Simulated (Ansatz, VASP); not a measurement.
CsPbCl3 in VASP and in Ansatz

Contents of INCAR:

```
PREC = Accurate
ENCUT = 520
EDIFF = 1E-7
ISMEAR = 0
SIGMA = 0.05
LREAL = False
LASPH = True
NELM = 80
ALGO = Normal
ISIF = 2
LWAVE = False
LCHARG = False
NBANDS = 30
```

Contents of KPOINTS:

```
regular mesh
0
Gamma
  6 6 6
```

Contents of POSCAR:

```
CsPbCl3
1.0
    5.7356751395      0.0000000000      0.0000000000
    0.0000000000      5.7356751395      0.0000000000
    0.0000000000      0.0000000000      5.7356751395
Cs Pb Cl
1 1 3
Direct
    0.0000000000      0.0000000000      0.0000000000
    0.5000000000      0.5000000000      0.5000000000
    0.0000000000      0.5000000000      0.5000000000
    0.5000000000      0.5000000000      0.0000000000
    0.5000000000      0.0000000000      0.5000000000
```

Input for Ansatz:

```yaml
crystal:
  lattice:
    - [5.7356751395, 0.0, 0.0]
    - [0.0, 5.7356751395, 0.0]
    - [0.0, 0.0, 5.7356751395]
  atoms:
    - { symbol: Cs, position: [0.0, 0.0, 0.0] }
    - { symbol: Pb, position: [0.5, 0.5, 0.5] }
    - { symbol: Cl, position: [0.0, 0.5, 0.5] }
    - { symbol: Cl, position: [0.5, 0.5, 0.0] }
    - { symbol: Cl, position: [0.5, 0.0, 0.5] }
basis:
  ecutwfc: 420
  ecutrho_ratio: 4
kpoints:
  mp_grid: { grid: [6, 6, 6] }
hamiltonian:
  xc: lda
scf:
  occupations: { method: gaussian, width: 0.05 }
output:
  forces: true
  stress: true
  eigenvalues: true
  populations: true
```

Alike in both runs: task single point; functional LDA; k mesh 6 × 6 × 6; occupations gaussian, width 0.05 eV; no spin polarisation.

|  | VASP | Ansatz |
| --- | --- | --- |
| version | VASP 6.6.1 | Ansatz 0.2.0 |
| potentials or method | VASP PAW LDA potentials, release 64 (Cs_sv, Pb_d, Cl), cutoff 520 eV | scalar-relativistic, plane waves, PAW |
| valence electrons in the cell | 44 | 44 |

Ansatz gave:

```
gap on the k mesh at the Fermi level (eV) : 2.01
least direct gap on the mesh (eV)         : 2.01
pressure (GPa)                            : -2.6
```

Problem. Which values does VASP return?

Solution. gap on the k mesh at the Fermi level (eV): 1.99; least direct gap on the mesh (eV): 1.99; pressure (GPa): -2.6.

LDA's correlation is that of Perdew and Zunger in VASP and of Perdew and Wang (1992) in Ansatz.

Spin-orbit coupling is off throughout.
